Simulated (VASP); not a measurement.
**B: single point with PBE**

The system is B.

```
CELL_PARAMETERS angstrom
2.99616 0.00000 0.00000
-1.49808 2.59475 0.00000
0.00000 0.00000 1.73125
ATOMIC_POSITIONS crystal
B 0.33333 0.66667 0.50000
B 0.66667 0.33333 0.50000
```

- Program: VASP 6.6.1
- Task: single point
- Functional: PBE
- Potentials or basis: VASP PAW PBE potentials, release 64 (B)
- Cutoff: 520 eV
- k mesh: 6 × 6 × 10
- Occupations: gaussian, width 0.1 eV
- Spin: no spin polarisation

```
Pressure               : 26.5 GPa
Band gap on the k mesh : zero (band 3 reaches 9.84 eV, above the bottom of band 4 at 6.21 eV)
```

Stress tensor (GPa, compression positive):
```
 6.61  0.00  0.00
 0.00  6.61  0.00
 0.00  0.00 66.30
```

Levels at points of the mesh, in eV from the Fermi level:
```csv
k point,band 1,band 2,band 3,band 4,band 5,band 6,band 7,band 8
"(0.00, 0.00, 0.00)",-16.64,-3.53,-3.53,3.83,3.83,3.93,12.21,17.55
"(0.50, 0.00, 0.00)",-13.02,-11.70,-6.04,1.61,12.98,13.60,15.36,19.57
"(0.00, 0.00, 0.50)",-9.14,-4.35,2.38,3.60,3.60,11.86,11.86,16.64
"(0.50, 0.00, 0.50)",-6.14,-3.12,-1.69,-1.24,1.50,11.89,13.17,14.71
```

Run time: 2 s on 1 thread of Intel(R) Xeon(R) 6975P-C (Granite Rapids) (shared host), peak memory 0.12 GiB.

Caveat: the k points lie up to 0.40 Å⁻¹ apart.
